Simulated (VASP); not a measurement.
A run of VASP 6.6.1 is set up as follows.

File INCAR:

```
ALGO = Normal
EDIFF = 1E-7
ENCUT = 520
GGA = PE
ISIF = 2
ISMEAR = 0
LASPH = T
LCHARG = T
LELF = T
LREAL = F
LVHAR = T
LWAVE = F
NBANDS = 11
NELM = 100
PREC = Accurate
SIGMA = 0.05
```

Contents of KPOINTS:

```
k-points
0
Gamma
  10 10 10
```

POSCAR

```
AlN
1.0
   -0.0972688993      1.9870646567      1.9870646567
    1.9870646567     -0.0972688993      1.9870646567
    1.9870646567      1.9870646567     -0.0972688993
Al N
1 1
Direct
    0.5000000000      0.5000000000      0.5000000000
    0.0000000000      0.0000000000      0.0000000000
```

Potentials or basis: VASP PAW PBE potentials, release 64 (Al, N).

Launch:

```console
$ cat potpaw_PBE.64/Al/POTCAR potpaw_PBE.64/N/POTCAR > POTCAR
$ mpirun -np 1 vasp_std > vasp.out
```

(1) Estimate the band gap on the k mesh.

(2) What does it give for the pressure?

## Answers

(1) 3.37 eV, indirect (least direct gap 4.60 eV).

(2) 0.4 GPa.
